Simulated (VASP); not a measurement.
Ge2Sb3Se: single point with PBE

Ge2Sb3Se:

```
Ge Sb Se
1.0
     4.31965    0.00000    0.00000
     0.00000    4.31965    0.00000
     0.00000    0.00000    8.08429
Ge Sb Se
2 3 1
Cartesian
  0.0000 2.1598 4.0421
  2.1598 0.0000 4.0421
  2.1598 2.1598 4.0421
  0.0000 2.1598 0.0000
  2.1598 0.0000 0.0000
  2.1598 2.1598 0.0000
```

The cell was built from a structure type or drawn by symmetry, and may not be a known phase.

```yaml
Program: VASP 6.6.1
Task: single point
Functional: PBE
Potentials_or_basis: VASP PAW PBE potentials, release 64 (Ge_d, Sb, Se)
Cutoff: 520 eV
k_mesh: 4 × 4 × 2
Occupations: gaussian, width 0.1 eV
Spin: no spin polarisation
Dipole_correction: no
Further_INCAR_settings: ALGO = Normal; EDIFF = 1e-07; NBANDS = 34
```

| Property | Result |
| --- | --- |
| Pressure | 61.3 GPa |
| Band gap on the k mesh | zero (an odd number of electrons rules out a gap without spin polarisation) |

Stress tensor (GPa, compression positive):
```
94.08  0.00  0.00
 0.00 94.08  0.00
 0.00  0.00 -4.25
```

Levels at points of the mesh, in eV from the Fermi level:
```csv
k point,band 21,band 22,band 23,band 24,band 25,band 26,band 27,band 28
"(0.00, 0.00, 0.00)",-4.58,-2.27,0.22,0.98,0.98,1.08,1.93,2.04
"(0.50, 0.00, 0.00)",-2.93,-1.91,-0.92,-0.60,-0.11,-0.04,1.41,1.43
"(0.50, 0.50, 0.00)",-2.43,-1.96,0.22,0.22,1.66,1.80,1.80,2.66
"(0.00, 0.00, 0.50)",-5.06,-2.33,0.99,0.99,1.05,1.10,1.30,2.01
"(0.50, 0.00, 0.50)",-2.26,-1.89,-1.51,-0.75,-0.63,-0.11,1.61,1.69
"(0.50, 0.50, 0.50)",-1.81,-1.81,-0.94,-0.94,1.67,2.07,2.07,3.32
```

Wall time 99 s on 1 thread of Intel Xeon 8259CL (shared host), peak memory 0.27 GiB.

Caveat: the k points lie up to 0.39 Å⁻¹ apart, too coarse for converged energies and pressures of a metal; spin-orbit coupling is left out, which moves the levels of the heavy elements; this functional lacks dispersion, which binds the layers, so the pressure and a relaxed spacing across them are unreliable.
